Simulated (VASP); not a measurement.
A run of VASP 6.6.1:

INCAR

```
SYSTEM = Si6HC6
ALGO = Fast
DIPOL = 0.5 0.5 0.461
EDIFF = 1E-7
ENCUT = 520
GGA = PE
IDIPOL = 3
ISIF = 2
ISMEAR = 0
IVDW = 12
LASPH = .True.
LCHARG = .True.
LDIPOL = .True.
LELF = .True.
LREAL = Auto
LVACPOTAV = .True.
LVHAR = .True.
LWAVE = .False.
NBANDS = 68
NELM = 80
PREC = Accurate
SIGMA = 0.05
```

KPOINTS

```
k-points
0
Gamma
  3 3 1
  0 0 0
```

File POSCAR:

```
Si6HC6
1.0
    6.1499993378      0.0000000000      0.0000000000
   -3.0749996689      5.3260556598      0.0000000000
    0.0000000000      0.0000000000     24.1618351110
C Si H
12 12 2
Direct
    0.5000000000      0.0000000000      0.3311006786
    0.5000000000      0.5000000000      0.3311006786
    0.0000000000      0.0000000000      0.3311006786
    0.0000000000      0.5000000000      0.3311006786
    0.6666666667      0.8333333333      0.4350135935
    0.6666666667      0.3333333333      0.4350135935
    0.1666666667      0.8333333333      0.4350135935
    0.1666666667      0.3333333333      0.4350135935
    0.8332444692      0.6687352868      0.5403671657
    0.8313141226      0.1625289015      0.5402485937
    0.3354756701      0.6686472900      0.5402756275
    0.3322795134      0.1645558830      0.5398259622
    0.1666666667      0.8333333333      0.3570789073
    0.1666666667      0.3333333333      0.3570789073
    0.6666666667      0.8333333333      0.3570789073
    0.6666666667      0.3333333333      0.3570789073
    0.3329141830      0.6654775579      0.4588879915
    0.3337803360      0.1675819708      0.4597915881
    0.8325301343      0.6654867596      0.4589095494
    0.8334727427      0.1669141790      0.4593718859
    0.4992975622      0.4987163510      0.5618003624
    0.4989236842      0.0010479835      0.5662770932
   -0.0001007724      0.4997753506      0.5536564890
    0.0022470439      0.0012438623      0.5663468009
    0.4977005114      0.9977107998      0.6281978155
    1.0005987918      0.9982596280      0.6282300433
```

Potentials or basis: VASP PAW PBE potentials, release 64 (C, Si, H).

The run is started by

```bash
$ cat potpaw_PBE.64/C/POTCAR potpaw_PBE.64/Si/POTCAR potpaw_PBE.64/H/POTCAR > POTCAR
$ mpirun -np 1 vasp_std > vasp.out
```

Hardware: 1 thread of Oxide Virtual Turin-like Processor, on a shared host.

Q: How long does it take, and how much memory?

A: Wall time 18 min on 1 thread of Oxide Virtual Turin-like Processor, on a shared host, peak memory 0.86 GiB. Counts: scf iterations 34, k points 5.
